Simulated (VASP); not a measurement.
Here is a VASP 6.6.1 calculation.

The input INCAR:

```
PREC     = Accurate       # precision mode
ENCUT    = 520            # plane-wave cutoff, eV
EDIFF    = 1E-8           # SCF threshold, eV
ISMEAR   = -1             # smearing method
SIGMA    = 0.02           # smearing width, eV
LREAL    = False          # projectors in reciprocal space
LASPH    = True           # aspherical terms in the spheres
NELM     = 100            # most SCF steps
ALGO     = Normal         # electronic algorithm
ISIF     = 2              # what is computed and relaxed
LWAVE    = False          # write WAVECAR
LCHARG   = False          # write CHGCAR
GGA      = PE             # functional
LEFG     = True         
NBANDS   = 64             # bands
```

Contents of KPOINTS:

```
regular mesh
0
Gamma
  4 6 4
```

POSCAR

```
PbO2
1.0
    5.3430000000      0.0000000000      0.0000000000
    0.0000000000      3.2950000000      0.0000000000
    0.0000000000      0.0000000000      6.2900000000
Pb O
4 8
Direct
    0.2570000000      0.2500000000      0.8920000000
    0.7430000000      0.7500000000      0.1080000000
    0.7570000000      0.2500000000      0.6080000000
    0.2430000000      0.7500000000      0.3920000000
    0.3440000000      0.2500000000      0.5840000000
    0.6560000000      0.7500000000      0.4160000000
    0.8440000000      0.2500000000      0.9160000000
    0.1560000000      0.7500000000      0.0840000000
    0.0200000000      0.7500000000      0.6790000000
    0.9800000000      0.2500000000      0.3210000000
    0.5200000000      0.7500000000      0.8210000000
    0.4800000000      0.2500000000      0.1790000000
```

Potentials or basis: VASP PAW PBE potentials, release 64 (Pb_d, O).

Command:

```console
$ cat potpaw_PBE.64/Pb_d/POTCAR potpaw_PBE.64/O/POTCAR > POTCAR
$ mpirun -np 1 vasp_std > vasp.out
```

**Question.** Predict the pressure.

**Answer.** 76.6 GPa.

**Question.** Estimate the band gap on the k mesh.

**Answer.** Zero (band 52 reaches 10.41 eV, above the bottom of band 53 at 10.32 eV).

**Question.** What does it give for the largest force?

**Answer.** 2.180 eV/Å.

Electric field gradients, principal values (V/Å²):
| atom | least | middle | greatest (by size) |
| --- | --- | --- | --- |
| 1 Pb | 57.999 | 183.252 | -241.251 |
| 2 Pb | 57.999 | 183.252 | -241.251 |
| 3 Pb | 57.999 | 183.252 | -241.251 |
| 4 Pb | 57.999 | 183.252 | -241.251 |
| 5 O | -15.204 | -25.014 | 40.218 |
| 6 O | -15.204 | -25.014 | 40.218 |
| 7 O | -15.204 | -25.014 | 40.218 |
| 8 O | -15.204 | -25.014 | 40.218 |
| 9 O | -3.017 | -9.523 | 12.541 |
| 10 O | -3.017 | -9.523 | 12.541 |
| 11 O | -3.017 | -9.523 | 12.541 |
| 12 O | -3.017 | -9.523 | 12.541 |

Caveat: without QUAD_EFG the Cq values of the log hold for a quadrupole moment of 1 mb, not for the nuclei; spin-orbit coupling is left out, which moves the levels of the heavy elements; forces of over 1 eV/Å act on the atoms, so gaps and moduli don't describe the material at rest.
